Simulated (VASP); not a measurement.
# Te2Pb3Se (Cmcm) in VASP: single point with PBE

Aim: the single point of Te2Pb3Se with PBE.

Everything below comes from runs of VASP 6.6.1. Logs are shortened: lines on timing, memory, paths and dates and some standing lists are left out, and cuts for length are marked.

## (1) The cell of the first run

Symmetry: Cmcm, No. 63, orthorhombic system. The conventional cell has a = 4.497 Å, b = 12.981 Å, c = 13.978 Å, α = 90.00°, β = 90.00°, γ = 90.00°. Within 4.8 Å of Te (site symmetry m) lie 7 Pb at 3.06 to 4.11 Å and 6 Te at 3.97 to 4.78 Å and 4 Se at 4.23 to 4.60 Å. Within 4.5 Å of Pb (site symmetry m) lie 5 Te at 3.06 to 4.11 Å and 2 Se at 3.15 Å and 9 Pb at 4.23 to 4.50 Å. Within 3.7 Å of Pb (site symmetry m2m) lie 1 Se at 2.82 Å and 4 Te at 3.28 Å. Within 3.7 Å of Se (site symmetry m2m) lie 5 Pb at 2.82 to 3.15 Å.

## (2) Single point, PBE

INCAR

```
PREC = Accurate
ENCUT = 520
EDIFF = 1E-6
ISMEAR = 0
SIGMA = 0.02
LREAL = False
LASPH = True
NELM = 80
ALGO = Normal
ISIF = 2
LWAVE = False
LCHARG = True
GGA = PE
LELF = True
LVHAR = True
NBANDS = 72
```

KPOINTS

```
regular mesh
0
Gamma
  6 6 2
```

POSCAR

```
Te2Pb3Se
1.0
    2.2483404864     -6.4906550948      0.0000000000
    2.2483404864      6.4906550948      0.0000000000
    0.0000000000      0.0000000000     13.9779080744
Te Pb Se
4 6 2
Direct
    0.8729665917      0.1270334083      0.9208351669
    0.8729665917      0.1270334083      0.5791648331
    0.1270334083      0.8729665917      0.0791648331
    0.1270334083      0.8729665917      0.4208351669
    0.6376658723      0.3623341277      0.9074888189
    0.6408253103      0.3591746897      0.2500000000
    0.6376658723      0.3623341277      0.5925111811
    0.3591746897      0.6408253103      0.7500000000
    0.3623341277      0.6376658723      0.0925111811
    0.3623341277      0.6376658723      0.4074888189
    0.8584355833      0.1415644167      0.2500000000
    0.1415644167      0.8584355833      0.7500000000
```

Potentials or basis: VASP PAW PBE potentials, release 64 (Te, Pb_d, Se).

Run with:

```console
cat potpaw_PBE.64/Te/POTCAR potpaw_PBE.64/Pb_d/POTCAR potpaw_PBE.64/Se/POTCAR > POTCAR
mpirun -np 1 vasp_std > vasp.out
```

OUTCAR:

```text
PREC = Accurate
   ENCUT = 520
   EDIFF = 1E-6
   ISMEAR = 0
   LREAL = False
   LASPH = True
   NELM = 80
   ISIF = 2
   GGA = PE

 ion  position               nearest neighbor table
   1  0.873  0.127  0.921-   5 3.06   8 3.28   8 3.28   9 3.29   9 3.29
   2  0.873  0.127  0.579-   7 3.06   8 3.28   8 3.28  10 3.29  10 3.29
   3  0.127  0.873  0.079-   9 3.06   6 3.28   6 3.28   5 3.29   5 3.29
   4  0.127  0.873  0.421-  10 3.06   6 3.28   6 3.28   7 3.29   7 3.29
   5  0.638  0.362  0.907-   1 3.06  12 3.15  12 3.15   3 3.29   3 3.29
   6  0.641  0.359  0.250-  11 2.82   4 3.28   3 3.28   3 3.28   4 3.28
   7  0.638  0.362  0.593-   2 3.06  12 3.15  12 3.15   4 3.29   4 3.29
   8  0.359  0.641  0.750-  12 2.82   2 3.28   1 3.28   1 3.28   2 3.28
   9  0.362  0.638  0.093-   3 3.06  11 3.15  11 3.15   1 3.29   1 3.29
  10  0.362  0.638  0.407-   4 3.06  11 3.15  11 3.15   2 3.29   2 3.29
  11  0.858  0.142  0.250-   6 2.82  10 3.15   9 3.15   9 3.15  10 3.15
  12  0.142  0.858  0.750-   8 2.82   7 3.15   5 3.15   5 3.15   7 3.15

  LATTYP: Found a base centered orthorhombic cell.
 ALAT       =     4.4966809728
 B/A-ratio  =     2.8868648383
 C/A-ratio  =     3.1084945005

  Lattice vectors:

 A1 = (   2.2483404864,  -6.4906550948,   0.0000000000)
 A2 = (   2.2483404864,   6.4906550948,   0.0000000000)
 A3 = (   0.0000000000,   0.0000000000,  13.9779080744)

Analysis of symmetry for initial positions (statically):
=====================================================================
 Subroutine PRICEL returns:
 Original cell was already a primitive cell.

 Routine SETGRP: Setting up the symmetry group for a
 base centered orthorhombic supercell.

 Subroutine GETGRP returns: Found  8 space group operations
 (whereof  4 operations were pure point group operations)
 out of a pool of  8 trial point group operations.

The static configuration has the point symmetry C_2h.
 The point group associated with its full space group is D_2h.

Analysis of symmetry for dynamics (positions and initial velocities):
=====================================================================
 Subroutine PRICEL returns:
 Original cell was already a primitive cell.

 Routine SETGRP: Setting up the symmetry group for a
 base centered orthorhombic supercell.

 Subroutine GETGRP returns: Found  8 space group operations
 (whereof  4 operations were pure point group operations)
 out of a pool of  8 trial point group operations.

[... 133 lines left out ...]
   NUPDOWN=      -1.0000    fix difference up-down
   EMIN   =  10.00;   EMAX   =-10.00  energy-range for DOS
   EFERMI =   0.00;   METHOD = LEGACY
   ISMEAR =     0;   SIGMA  =   0.02  broadening in eV -4-tet -1-fermi 0-gaus
   EFERMI_NEDOS =   21; number of points for ismear=-14 and -15
   IALGO  =     38    algorithm
   IMIX   =      4    mixing-type and parameters
     AMIX     =   0.40;   BMIX     =  1.00
     AMIX_MAG =   1.60;   BMIX_MAG =  1.00
  volume/ion in A,a.u.               =      34.00       229.42
  Fermi-wavevector in a.u.,A,eV,Ry     =   1.088749  2.057437 16.127989  1.185374
  Thomas-Fermi vector in A             =   2.224937
   LORBIT       =      0    0 simple, 1 ext, 2 COOP (PROOUT), +10 PAW based schemes
   GGA     = PE    functional components
   LHFCALC =     F    Hartree Fock is set to
   AEXX    =    0.0000 exact exchange contribution
   IVDW    =     0    specifies the selected vdW correction
   LEPSILON=     F    determine dielectric tensor
   LRPA    =     F    only Hartree local field effects (RPA)
 non-spin polarized calculation
 Gauss-broadening in eV      SIGMA  =   0.02
  energy-cutoff  :      520.00
  volume of cell :      407.96
 maximum number of plane-waves:     11024
 NGX is ok and might be reduce to    54
   NGX = 25   NGY = 25   NGZ = 51

 number of electron     119.9999986 magnetization

 Free energy of the ion-electron system (eV)
  ---------------------------------------------------
  ext. energy  EPLUGINS =         0.00000000
  ---------------------------------------------------
  free energy    TOTEN  =       -45.80109184 eV

  energy without entropy =      -45.80109184  energy(sigma->0) =      -45.80109184

 E-fermi :   4.6765     XC(G=0):  -9.1058

 val. band max:        4.5648195497   @ k =   0.0000   0.0000   0.5000
 cond. band min:       5.4927530942   @ k =   0.3333   0.3333   0.0000
 fundamental gap:      0.9279335446
 Fermi energy:         4.6764503305

 k-point     1 :       0.0000    0.0000    0.0000
  band No.  band energies     occupation
      1     -12.0075      2.00000
      2     -11.9861      2.00000
      3     -11.9860      2.00000
      4     -11.9702      2.00000
      5     -11.9675      2.00000
      6     -11.9659      2.00000
[... 1789 lines left out ...]
     71       8.0955      0.00000
     72       8.0955      0.00000

 [... further k-points ...]

------------------------ aborting loop because EDIFF is reached ----------------------------------------

  FORCE on cell =-STRESS in cart. coord.  units (eV):
  Direction    XX          YY          ZZ          XY          YZ          ZX
  --------------------------------------------------------------------------------------
  -------------------------------------------------------------------------------------
  Total       -0.0625350      0.0339379     -0.1095587      0.0000000      0.0000000      0.0000000
  in kB       -0.2455903      0.1332823     -0.4302635      0.0000000      0.0000000      0.0000000
  external PRESSURE =      -0.1808572 kB  Pullay stress =       0.0000000 kB

 VOLUME and BASIS-vectors are now :
 -----------------------------------------------------------------------------
  energy-cutoff  :      520.00
  volume of cell :      407.96
      direct lattice vectors                 reciprocal lattice vectors
     2.248340486 -6.490655095  0.000000000     0.222386246 -0.077033827  0.000000000
     2.248340486  6.490655095  0.000000000     0.222386246  0.077033827  0.000000000
     0.000000000  0.000000000 13.977908074     0.000000000  0.000000000  0.071541463

 POSITION                                       TOTAL-FORCE (eV/Angst)
 -----------------------------------------------------------------------------------
      2.24834     -4.84160     12.87135         0.000000     -0.008396      0.001254
      2.24834     -4.84160      8.09551         0.000000     -0.008396     -0.001254
      2.24834      4.84160      1.10656         0.000000      0.008396     -0.001254
      2.24834      4.84160      5.88240         0.000000      0.008396      0.001254
      2.24834     -1.78708     12.68480         0.000000      0.007721      0.002455
      2.24834     -1.82810      3.49448         0.000000      0.011331      0.000000
      2.24834     -1.78708      8.28207         0.000000      0.007721     -0.002455
      2.24834      1.82810     10.48343         0.000000     -0.011331      0.000000
      2.24834      1.78708      1.29311         0.000000     -0.007721     -0.002455
      2.24834      1.78708      5.69584         0.000000     -0.007721      0.002455
      2.24834     -4.65296      3.49448         0.000000     -0.007042      0.000000
      2.24834      4.65296     10.48343         0.000000      0.007042     -0.000000
 -----------------------------------------------------------------------------------
    total drift:                                0.000000     -0.000000      0.000000

  FREE ENERGIE OF THE ION-ELECTRON SYSTEM (eV)
  ---------------------------------------------------
  free  energy   TOTEN  =       -45.8010918385 eV

  energy  without entropy=      -45.8010918385  energy(sigma->0) =      -45.80109184
```

It took 33 min on 1 thread of Oxide Virtual Turin-like, shared host; peak memory 0.96 GiB.

Results:

```yaml
Free_energy: -45.8011 eV
Pressure: 0.0 GPa
Largest_force: 0.011 eV/Å
Band_gap_on_the_k_mesh: 0.93 eV (least direct gap 1.23 eV)
```

Forces on the atoms (eV/Å):
```
Te   0.000 -0.008  0.001
Te   0.000 -0.008 -0.001
Te   0.000  0.008 -0.001
Te   0.000  0.008  0.001
Pb   0.000  0.008  0.002
Pb   0.000  0.011  0.000
Pb   0.000  0.008 -0.002
Pb   0.000 -0.011  0.000
Pb   0.000 -0.008 -0.002
Pb   0.000 -0.008  0.002
Se   0.000 -0.007  0.000
Se   0.000  0.007  0.000
```

Levels at points of the mesh, in eV from the valence-band top:
| k point | band 58 | band 59 | band 60 | band 61 | band 62 | band 63 |
| --- | --- | --- | --- | --- | --- | --- |
| (0.00, 0.00, 0.00) | -0.38 | -0.31 | -0.11 | 1.94 | 2.04 | 2.31 |
| (0.50, 0.00, 0.00) | -0.67 | -0.50 | -0.28 | 1.37 | 1.46 | 1.53 |
| (0.50, 0.50, 0.00) | -0.26 | -0.25 | -0.25 | 1.07 | 1.30 | 1.30 |
| (0.00, 0.00, 0.50) | -0.56 | 0.00 | 0.00 | 1.41 | 1.41 | 1.88 |
| (0.50, 0.00, 0.50) | -1.07 | -0.56 | -0.56 | 2.18 | 2.18 | 2.28 |
| (0.50, 0.50, 0.50) | -0.54 | -0.24 | -0.24 | 1.06 | 1.06 | 1.31 |

Caveat: spin-orbit coupling is left out, which moves the levels of the heavy elements. A k mesh can miss the band edges.
